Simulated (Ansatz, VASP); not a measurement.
One calculation of SiGe, two programs

File POSCAR:

```
SiGe
1.0
    4.0996738635      0.0000000000      0.0000000000
   -2.0498369318      3.5504217130      0.0000000000
    0.0000000000      0.0000000000      6.2895134250
Si Ge
2 2
Direct
    0.6666666667      0.3333333333      0.8746070000
    0.3333333333      0.6666666667      0.3746070000
    0.6666666667      0.3333333333      0.5003920000
    0.3333333333      0.6666666667      0.0003920000
```

The input INCAR.step1:

```
ALGO = Normal
EDIFF = 1E-4
ENCUT = 520
GGA = PE
ISMEAR = 0
LASPH = T
LCHARG = F
LREAL = F
LWAVE = T
NBANDS = 26
NELM = 80
PREC = Accurate
SIGMA = 0.05
```

INCAR.step2

```
ALGO = Normal
EDIFF = 1E-7
ENCUT = 520
ISIF = 2
ISMEAR = 0
ISTART = 1
LASPH = T
LCHARG = F
LMIXTAU = T
LREAL = F
LWAVE = F
METAGGA = R2SCAN
NBANDS = 26
NELM = 80
PREC = Accurate
SIGMA = 0.05
```

Contents of KPOINTS:

```
k-points
0
Gamma
  12 12 4
```

Input for Ansatz:

```yaml
crystal:
  lattice:
    - [4.0996738635, 0.0, 0.0]
    - [-2.0498369318, 3.550421713, 0.0]
    - [0.0, 0.0, 6.289513425]
  atoms:
    - { symbol: Si, position: [0.6666666667, 0.3333333333, 0.874607] }
    - { symbol: Si, position: [0.3333333333, 0.6666666667, 0.374607] }
    - { symbol: Ge, position: [0.6666666667, 0.3333333333, 0.500392] }
    - { symbol: Ge, position: [0.3333333333, 0.6666666667, 0.000392] }
basis:
  ecutwfc: 500
kpoints:
  mp_grid: { grid: [12, 12, 4] }
hamiltonian:
  xc: r2scan
scf:
  occupations: { method: gaussian, width: 0.05 }
output:
  forces: true
  stress: true
  eigenvalues: true
```

Change from the starting cell: strain +0.050 along x and y, -0.025 along z, atoms carried along.

Alike in both runs: task single point; functional r2SCAN; k mesh 12 × 12 × 4; occupations gaussian, width 0.05 eV; no spin polarisation.

|  | VASP | Ansatz |
| --- | --- | --- |
| version | VASP 6.6.1 | Ansatz 0.2.0 |
| potentials or method | VASP PAW PBE potentials, release 64 (Si, Ge_d), cutoff 520 eV | scalar-relativistic, plane waves, PAW |
| valence electrons in the cell | 36 | 36 |

|  | VASP | Ansatz | Ansatz less VASP |
| --- | --- | --- | --- |
| gap on the k mesh at the Fermi level (eV) | none | none | - |
| pressure (GPa) | -4.5 | -4.4 | +0.05 |
| traceless stress, the component that is largest in VASP (GPa) | 9.50 | 9.50 | -0.009 |
| rms of the force components (eV/Å) | 0.395 | 0.395 | -0.0002 |

VASP's potentials were made for PBE, not for r2SCAN. Atom by atom the forces differ by 0.000 eV/Å (rms over components). A gap of «none» marks a metal or a gap that the smearing closes.
